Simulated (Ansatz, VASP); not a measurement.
**CoO: VASP beside Ansatz**

```xyz
2
Lattice="0.0000 2.1315 2.0676 2.1315 0.0000 2.0676 2.1315 2.1315 0.0000" Properties=species:S:1:pos:R:3 pbc="T T T"
Co    0.0000    0.0000    0.0000
O     2.1315    2.1315    2.0676
```

Change from the starting cell: zz strain of -3 %, crystal datasets.

Alike in both runs: task electric field gradients; functional PBE; k mesh 16 × 16 × 16; occupations fermi-dirac, width 0.05 eV; collinear spin.

|  | VASP | Ansatz |
| --- | --- | --- |
| version | VASP 6.6.1 | Ansatz 0.2.0 |
| potentials or method | VASP PAW PBE potentials, release 64 (Co, O), cutoff 520 eV | all-electron PAW with datasets made for the crystal, scalar-relativistic |

Ansatz gave:

```
pressure (GPa)                                                : 3.5
traceless stress, the component that is largest in VASP (GPa) : 0.01
net moment per atom (μB)                                      : 1.42
size of the moment on the site where the two differ most (μB) : 2.41
size of Vzz on the site where it differs most (V/Å²)          : 31.2
```

Estimate VASP's values.

pressure (GPa): 2.8; traceless stress, the component that is largest in VASP (GPa): 0.54; net moment per atom (μB): 1.40; size of the moment on the site where the two differ most (μB): 2.48; size of Vzz on the site where it differs most (V/Å²): 18.9.

Site moments also hang on the region over which each program counts them. Ansatz ran all-electron here, and VASP with PAW potentials.
